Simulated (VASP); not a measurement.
# Au (Fd-3m) in VASP: further runs

Runs on Au. Level: PBE. Tasks: single point.

Everything below comes from runs of VASP 6.6.1. Logs are shortened: lines on timing, memory, paths and dates and some standing lists are left out, and cuts for length are marked.

## 1. The cell of the first run

The structure is cubic, space group Fd-3m (No. 227). Conventional cell: a = 6.284 Å, b = 6.284 Å, c = 6.284 Å, α = 90.00°, β = 90.00°, γ = 90.00°. Au (site symmetry -43m) has 4 Au at 2.72 Å within 3.6 Å.

## 2. Single point, PBE

File INCAR:

```
PREC     = Accurate       # precision mode
ENCUT    = 520            # plane-wave cutoff, eV
EDIFF    = 1E-6           # SCF threshold, eV
ISMEAR   = -1             # smearing method
SIGMA    = 0.06122561905347299 # smearing width, eV
LREAL    = F              # projectors in reciprocal space
LASPH    = T              # aspherical terms in the spheres
NELM     = 60             # most SCF steps
ALGO     = Normal         # electronic algorithm
ISIF     = 2              # what is computed and relaxed
LWAVE    = F              # write WAVECAR
LCHARG   = T              # write CHGCAR
GGA      = PE             # functional
LELF     = T              # ELF
LVHAR    = T            
NBANDS   = 18             # bands
```

File KPOINTS:

```
Automatic mesh
0
Gamma
  16 16 16
```

File POSCAR:

```
Au
1.0
    0.0000000000      3.1421027439      3.1421027439
    3.1421027439      0.0000000000      3.1421027439
    3.1421027439      3.1421027439      0.0000000000
Au
2
Direct
    0.0000000000      0.0000000000      0.0000000000
    0.2500000000      0.2500000000      0.2500000000
```

Potentials or basis: VASP PAW PBE potentials, release 64 (Au).

Command:

```console
$ cat potpaw_PBE.64/Au/POTCAR > POTCAR
$ mpirun -np 1 vasp_std > vasp.out
```

OUTCAR:

```text
PREC = Accurate
   ENCUT = 520
   EDIFF = 1E-6
   ISMEAR = -1
   LREAL = F
   LASPH = T
   NELM = 60
   ISIF = 2
   GGA = PE

 ion  position               nearest neighbor table
   1  0.000  0.000  0.000-   2 2.72   2 2.72   2 2.72   2 2.72
   2  0.250  0.250  0.250-   1 2.72   1 2.72   1 2.72   1 2.72

  LATTYP: Found a face centered cubic cell.
 ALAT       =     6.2842054878

  Lattice vectors:

 A1 = (   0.0000000000,   3.1421027439,   3.1421027439)
 A2 = (   3.1421027439,   0.0000000000,   3.1421027439)
 A3 = (   3.1421027439,   3.1421027439,   0.0000000000)

Analysis of symmetry for initial positions (statically):
=====================================================================
 Subroutine PRICEL returns:
 Original cell was already a primitive cell.

 Routine SETGRP: Setting up the symmetry group for a
 face centered cubic supercell.

 Subroutine GETGRP returns: Found 48 space group operations
 (whereof 24 operations were pure point group operations)
 out of a pool of 48 trial point group operations.

The static configuration has the point symmetry T_d .
 The point group associated with its full space group is O_h .

Analysis of symmetry for dynamics (positions and initial velocities):
=====================================================================
 Subroutine PRICEL returns:
 Original cell was already a primitive cell.

 Routine SETGRP: Setting up the symmetry group for a
 face centered cubic supercell.

 Subroutine GETGRP returns: Found 48 space group operations
 (whereof 24 operations were pure point group operations)
 out of a pool of 48 trial point group operations.

The dynamic configuration has the point symmetry T_d .
 The point group associated with its full space group is O_h .

 Subroutine INISYM returns: Found 48 space group operations
 (whereof 24 operations are pure point group operations),
 and found     1 'primitive' translations

----------------------------------------------------------------------------------------

                                     Primitive cell

  volume of cell :      62.0428

  direct lattice vectors                    reciprocal lattice vectors
     0.000000000  3.142102744  3.142102744    -0.159129106  0.159129106  0.159129106
     3.142102744  0.000000000  3.142102744     0.159129106 -0.159129106  0.159129106
     3.142102744  3.142102744  0.000000000     0.159129106  0.159129106 -0.159129106

  length of vectors
     4.443604315  4.443604315  4.443604315     0.275619696  0.275619696  0.275619696

  position of ions in fractional coordinates (direct lattice)
     0.000000000  0.000000000  0.000000000
     0.250000000  0.250000000  0.250000000

  ion indices of the primitive-cell ions
   primitive index   ion index
                 1           1
                 2           2

----------------------------------------------------------------------------------------

 KPOINTS: Automatic mesh

Automatic generation of k-mesh.
 Grid dimensions read from file:
 generate k-points for:   16   16   16

 Generating k-lattice:

  Cartesian coordinates                     Fractional coordinates (reciprocal lattice)
    -0.009945569  0.009945569  0.009945569     0.062500000  0.000000000  0.000000000
     0.009945569 -0.009945569  0.009945569     0.000000000  0.062500000  0.000000000
     0.009945569  0.009945569 -0.009945569     0.000000000  0.000000000  0.062500000

  Length of vectors
     0.017226231  0.017226231  0.017226231

  Shift w.r.t. Gamma in fractional coordinates (k-lattice)
     0.000000000  0.000000000  0.000000000

 Subroutine IBZKPT returns following result:
 ===========================================

 Found    145 irreducible k-points:

 Following reciprocal coordinates:
            Coordinates               Weight
  0.000000  0.000000  0.000000      1.000000
  0.062500  0.000000  0.000000      8.000000
  0.125000  0.000000  0.000000      8.000000
  0.187500  0.000000  0.000000      8.000000
  0.250000  0.000000  0.000000      8.000000
  0.312500  0.000000  0.000000      8.000000
[... 16 lines left out ...]
 -0.125000  0.062500  0.000000     24.000000
 -0.062500  0.062500  0.000000     12.000000
 [... further k-points ...]
   k-points           NKPTS =    145   k-points in BZ     NKDIM =    145   number of bands    NBANDS=     18
   number of dos      NEDOS =    301   number of ions     NIONS =      2
   total plane-waves  NPLWV =  46656
   dimension x,y,z NGX =    36 NGY =   36 NGZ =   36
   dimension x,y,z NGXF=    72 NGYF=   72 NGZF=   72
   ions per type =               2
   NGX,Y,Z   is equivalent  to a cutoff of  13.47, 13.47, 13.47 a.u.
   NGXF,Y,Z  is equivalent  to a cutoff of  26.94, 26.94, 26.94 a.u.
 SYSTEM =  unknown system
   PREC   = accura    normal or accurate (medium, high low for compatibility)
   ISTART =      0    job   : 0-new  1-cont  2-samecut
   ICHARG =      2    charge: 1-file 2-atom 10-const
   ISPIN  =      1    spin polarized calculation?
   LNONCOLLINEAR =      F non collinear calculations
   LSORBIT =      F    spin-orbit coupling
   LASPH  =      T    aspherical Exc in radial PAW
   ENCUT  =  520.0 eV  38.22 Ry    6.18 a.u.   8.26  8.26  8.26*2*pi/ulx,y,z
   NELM   =     60;   NELMIN=  2; NELMDL= -5     # of ELM steps
   EDIFF  = 0.1E-05   stopping-criterion for ELM
   LREAL  =      F    real-space projection
[... 7 lines left out ...]
   TEBEG  =    0.0;   TEEND  =   0.0 temperature during run
   PSTRESS=    0.0 pullay stress
   NELECT =      22.0000    total number of electrons
   NUPDOWN=      -1.0000    fix difference up-down
   EMIN   =  10.00;   EMAX   =-10.00  energy-range for DOS
   EFERMI =   0.00;   METHOD = LEGACY
   ISMEAR =    -1;   SIGMA  =   0.06  broadening in eV -4-tet -1-fermi 0-gaus
   EFERMI_NEDOS =   21; number of points for ismear=-14 and -15
   IALGO  =     38    algorithm
   IMIX   =      4    mixing-type and parameters
     AMIX     =   0.40;   BMIX     =  1.00
     AMIX_MAG =   1.60;   BMIX_MAG =  1.00
  volume/ion in A,a.u.               =      31.02       209.34
  Fermi-wavevector in a.u.,A,eV,Ry     =   1.158738  2.189698 18.268193  1.342674
  Thomas-Fermi vector in A             =   2.295338
   LORBIT       =      0    0 simple, 1 ext, 2 COOP (PROOUT), +10 PAW based schemes
   GGA     = PE    functional components
[... 5 lines left out ...]
 non-spin polarized calculation
  energy-cutoff  :      520.00
  volume of cell :       62.04
 maximum number of plane-waves:      1700
 NGX is ok and might be reduce to    36
   NGX = 17   NGY = 17   NGZ = 17

 number of electron      22.0000000 magnetization

 Free energy of the ion-electron system (eV)
  ---------------------------------------------------
  ext. energy  EPLUGINS =         0.00000000
  ---------------------------------------------------
  free energy    TOTEN  =        -4.99077751 eV

  energy without entropy =       -4.98211324  energy(sigma->0) =       -4.98644538

 E-fermi :   2.2579     XC(G=0):  -8.9914

 val. band max:        2.2471116936   @ k =  -0.3125   0.4375   0.1250
 cond. band min:       2.3208296044   @ k =  -0.4375   0.0625   0.0000
 fundamental gap:      0.0737179107
 Fermi energy:         2.2578703802

 k-point     1 :       0.0000    0.0000    0.0000
  band No.  band energies     occupation
      1      -3.2744      2.00000
      2      -1.5090      2.00000
      3      -1.5090      2.00000
      4      -1.5090      2.00000
      5      -1.4917      2.00000
      6      -1.4917      2.00000
[... 10 lines left out ...]
     17      12.4122      0.00000
     18      12.4122      0.00000

 k-point     2 :       0.0625    0.0000    0.0000
  band No.  band energies     occupation
      1      -3.2320      2.00000
      2      -1.5778      2.00000
      3      -1.5778      2.00000
      4      -1.5124      2.00000
      5      -1.4110      2.00000
      6      -1.4110      2.00000
[... 10 lines left out ...]
     17      12.6690      0.00000
     18      12.6690      0.00000

 k-point     3 :       0.1250    0.0000    0.0000
  band No.  band energies     occupation
      1      -3.1083      2.00000
      2      -1.6355      2.00000
      3      -1.6355      2.00000
      4      -1.5220      2.00000
      5      -1.3215      2.00000
      6      -1.3215      2.00000
[... 10 lines left out ...]
     17      13.1059      0.00000
     18      13.1059      0.00000

 k-point     4 :       0.1875    0.0000    0.0000
  band No.  band energies     occupation
      1      -2.9156      2.00000
      2      -1.6705      2.00000
      3      -1.6705      2.00000
      4      -1.5359      2.00000
      5      -1.2458      2.00000
      6      -1.2458      2.00000
[... 10 lines left out ...]
     17      13.4265      0.00000
     18      13.4300      0.00000

 k-point     5 :       0.2500    0.0000    0.0000
  band No.  band energies     occupation
      1      -2.6776      2.00000
      2      -1.6817      2.00000
      3      -1.6817      2.00000
      4      -1.5521      2.00000
      5      -1.1990      2.00000
      6      -1.1990      2.00000
[... 10 lines left out ...]
     17      13.5258      0.00000
     18      13.5258      0.00000

 k-point     6 :       0.3125    0.0000    0.0000
  band No.  band energies     occupation
      1      -2.4321      2.00000
      2      -1.6714      2.00000
      3      -1.6714      2.00000
      4      -1.5687      2.00000
      5      -1.1888      2.00000
      6      -1.1888      2.00000
[... 307 lines left out ...]
 k-point    21 :      -0.2500    0.0625    0.0000
  band No.  band energies     occupation
      1      -2.5625      2.00000
      2      -1.7380      2.00000
      3      -1.6276      2.00000
      4      -1.5627      2.00000
      5      -1.2446      2.00000
      6      -1.1096      2.00000
[... 10 lines left out ...]
     17      13.2989      0.00000
     18      13.9340      0.00000

 k-point    22 :      -0.1875    0.0625    0.0000
  band No.  band energies     occupation
      1      -2.8055      2.00000
      2      -1.7332      2.00000
      3      -1.6223      2.00000
      4      -1.5470      2.00000
      5      -1.2740      2.00000
      6      -1.1534      2.00000
[... 10 lines left out ...]
     17      13.1400      0.00000
     18      13.1731      0.00000

 k-point    23 :      -0.1250    0.0625    0.0000
  band No.  band energies     occupation
      1      -3.0148      2.00000
      2      -1.7038      2.00000
      3      -1.6043      2.00000
      4      -1.5289      2.00000
      5      -1.3302      2.00000
      6      -1.2295      2.00000
[... 10 lines left out ...]
     17      12.8308      0.00000
     18      13.3795      0.00000

 k-point    24 :      -0.0625    0.0625    0.0000
  band No.  band energies     occupation
      1      -3.1622      2.00000
      2      -1.6505      2.00000
      3      -1.5770      2.00000
      4      -1.5158      2.00000
      5      -1.3934      2.00000
      6      -1.3208      2.00000
[... 10 lines left out ...]
     17      12.5483      0.00000
     18      13.4816      0.00000

 [... further k-points ...]

------------------------ aborting loop because EDIFF is reached ----------------------------------------

  FORCE on cell =-STRESS in cart. coord.  units (eV):
  Direction    XX          YY          ZZ          XY          YZ          ZX
  --------------------------------------------------------------------------------------
  -------------------------------------------------------------------------------------
  Total       -1.0365979     -1.0365979     -1.0365979      0.0000000      0.0000000      0.0000000
  in kB      -26.7688519    -26.7688519    -26.7688519      0.0000000      0.0000000      0.0000000
  external PRESSURE =     -26.7688519 kB  Pullay stress =       0.0000000 kB

 VOLUME and BASIS-vectors are now :
 -----------------------------------------------------------------------------
  energy-cutoff  :      520.00
  volume of cell :       62.04
      direct lattice vectors                 reciprocal lattice vectors
     0.000000000  3.142102744  3.142102744    -0.159129106  0.159129106  0.159129106
     3.142102744  0.000000000  3.142102744     0.159129106 -0.159129106  0.159129106
     3.142102744  3.142102744  0.000000000     0.159129106  0.159129106 -0.159129106

 POSITION                                       TOTAL-FORCE (eV/Angst)
 -----------------------------------------------------------------------------------
      0.00000      0.00000      0.00000        -0.000000     -0.000000     -0.000000
      1.57105      1.57105      1.57105         0.000000      0.000000      0.000000
 -----------------------------------------------------------------------------------
    total drift:                                0.000000      0.000000      0.000000

  FREE ENERGIE OF THE ION-ELECTRON SYSTEM (eV)
  ---------------------------------------------------
  free  energy   TOTEN  =        -4.9907775144 eV

  energy  without entropy=       -4.9821132439  energy(sigma->0) =       -4.98644538
```

It took 98 s on 1 thread of Intel Xeon Platinum 8375C at 2.90GHz (Ice Lake), shared host; peak memory 0.29 GiB.

What came out:

```yaml
Free_energy: -4.9908 eV
Pressure: -2.7 GPa
Band_gap_on_the_k_mesh: zero (band 11 reaches 2.46 eV, above the bottom of band 12 at 1.82 eV)
```

Caveat: spin-orbit coupling is left out, which moves the levels of the heavy elements.

(Continued in part 2 of 2.)
